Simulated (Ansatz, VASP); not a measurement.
**As2Se: VASP beside Ansatz**

The input INCAR:

```
SYSTEM = As2Se
PREC = Accurate
ENCUT = 600
EDIFF = 1E-6
ISMEAR = 0
SIGMA = 0.1
LREAL = .FALSE.
LASPH = .TRUE.
NELM = 60
ALGO = Normal
ISIF = 3
LWAVE = .FALSE.
LCHARG = .FALSE.
GGA = PE
IBRION = 2
NSW = 100
EDIFFG = -0.01
```

KPOINTS

```
Automatic mesh
0
G
  12 12 14
  0 0 0
```

Contents of POSCAR:

```
As2Se
1.0
    4.5727582964      0.0000000000      0.0000000000
   -2.2863791482      3.9601248501      0.0000000000
    0.0000000000      0.0000000000      3.3828388201
As Se
2 1
Direct
    0.3333333333      0.6666666667      0.5000000000
    0.6666666667      0.3333333333      0.5000000000
    0.0000000000      0.0000000000      0.0000000000
```

Input for Ansatz:

```yaml
crystal:
  lattice:
    - [4.5727582964, 0.0, 0.0]
    - [-2.2863791482, 3.9601248501, 0.0]
    - [0.0, 0.0, 3.3828388201]
  atoms:
    - { symbol: As, position: [0.3333333333, 0.6666666667, 0.5] }
    - { symbol: As, position: [0.6666666667, 0.3333333333, 0.5] }
    - { symbol: Se, position: [0.0, 0.0, 0.0] }
basis:
  ecutwfc: 420
kpoints:
  mp_grid: { grid: [12, 12, 14] }
hamiltonian:
  xc: pbe
scf:
  occupations: { method: gaussian, width: 0.1 }
output:
  forces: true
  stress: true
  eigenvalues: true
relax:
  adjacent_minimum: "off"
  f_tol: 0.01
  max_steps: 80
  cell: { stress_tol: 0.05 }
```

Alike in both runs: task relaxation of cell and atoms; functional PBE; k mesh 12 × 12 × 14; occupations gaussian, width 0.1 eV; no spin polarisation.

|  | VASP | Ansatz |
| --- | --- | --- |
| version | VASP 6.6.1 | Ansatz 0.2.0 |
| potentials or method | VASP PAW PBE potentials, release 64 (As, Se), cutoff 600 eV | scalar-relativistic, plane waves, PAW |
| valence electrons in the cell | 16 | 46 |

Ansatz gave:

```
gap on the k mesh at the Fermi level, each at its own relaxed structure (eV) : none
relaxed volume (Å³/atom)                                                     : 20.40
relaxed cell length with the largest relative difference (Å)                 : 4.574
```

Task: Estimate VASP's values.

Result: gap on the k mesh at the Fermi level, each at its own relaxed structure (eV): none; relaxed volume (Å³/atom): 20.43; relaxed cell length with the largest relative difference (Å): 4.577.

A gap of «none» marks a metal or a gap that the smearing closes. VASP's potentials hold 16 valence electrons a cell and Ansatz's 46, so a difference there can come from the potentials and not from the codes.
